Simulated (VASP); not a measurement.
Input of a VASP 6.6.1 run:

The input INCAR:

```
ALGO = Normal
DIPOL = 0.5 0.5 0.500
EDIFF = 1E-7
ENCUT = 520
GGA = PE
IDIPOL = 3
ISIF = 2
ISMEAR = -1
LASPH = True
LCHARG = True
LDIPOL = True
LELF = True
LREAL = False
LVACPOTAV = True
LVHAR = True
LWAVE = False
NBANDS = 48
NELM = 80
PREC = Accurate
SIGMA = 0.05
```

Contents of KPOINTS:

```
k-points
0
Gamma
  9 9 1
```

POSCAR

```
In
1.0
    3.3392736332      0.0000000000      0.0000000000
   -1.6696368166      2.8918957965      0.0000000000
    0.0000000000      0.0000000000     28.6733323964
In
6
Direct
    0.6666666667      0.3333333333      0.2615670860
    0.0000000000      0.0000000000      0.3565778439
    0.6666666667      0.3333333333      0.4521926146
    0.3333333333      0.6666666667      0.5478073854
    0.6666666667      0.3333333333      0.6428181433
    0.3333333333      0.6666666667      0.7384329140
```

Potentials or basis: VASP PAW PBE potentials, release 64 (In_d).

The run is started by

```bash
$ cat potpaw_PBE.64/In_d/POTCAR > POTCAR
$ mpirun -np 1 vasp_std > vasp.out
```

**Question.** Predict the band gap on the k mesh.

**Answer.** Zero (bands 39 and 40 overlap by 2.71 eV).

**Question.** Predict the largest force.

**Answer.** 0.133 eV/Å.

Forces in eV/Å, atoms in the order of the input:
```
In   0.000  0.000 -0.133
In   0.000  0.000  0.011
In   0.000  0.000 -0.051
In   0.000  0.000  0.062
In   0.000  0.000 -0.020
In   0.000  0.000  0.131
```

Caveat: spin-orbit coupling is left out, which moves the levels of the heavy elements.
